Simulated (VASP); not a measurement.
A run of VASP 6.6.1 is set up as follows.

File INCAR:

```
SYSTEM = Te
  PREC = Accurate
  ENCUT = 520
  EDIFF = 1E-6
  ISMEAR = 0
  SIGMA = 0.15
  LREAL = .False.
  LASPH = .True.
  NELM = 100
  ALGO = Normal
  ISIF = 2
  LWAVE = .False.
  LCHARG = .True.
  GGA = PE
  LELF = .True.
  LVHAR = .True.
  NBANDS = 9
```

Contents of KPOINTS:

```
Automatic mesh
0
Gamma
  15 15 15
  0 0 0
```

Contents of POSCAR:

```
Te
1.0
    2.3562159235      1.3603618977      1.7913524261
   -2.3562159235      1.3603618977      1.7913524261
    0.0000000000     -2.7207237954      1.7913524261
Te
1
Direct
    0.5000000000      0.5000000000      0.5000000000
```

Potentials or basis: VASP PAW PBE potentials, release 64 (Te).

Command:

```sh
$ cat potpaw_PBE.64/Te/POTCAR > POTCAR
$ mpirun -np 1 vasp_std > vasp.out
```

(1) Predict the band gap on the k mesh.

(2) Predict the pressure.

## Answers

(1) zero (bands 3 and 4 overlap by 4.59 eV).

(2) -2.5 GPa.

Caveat: spin-orbit coupling is left out, which moves the levels of the heavy elements.
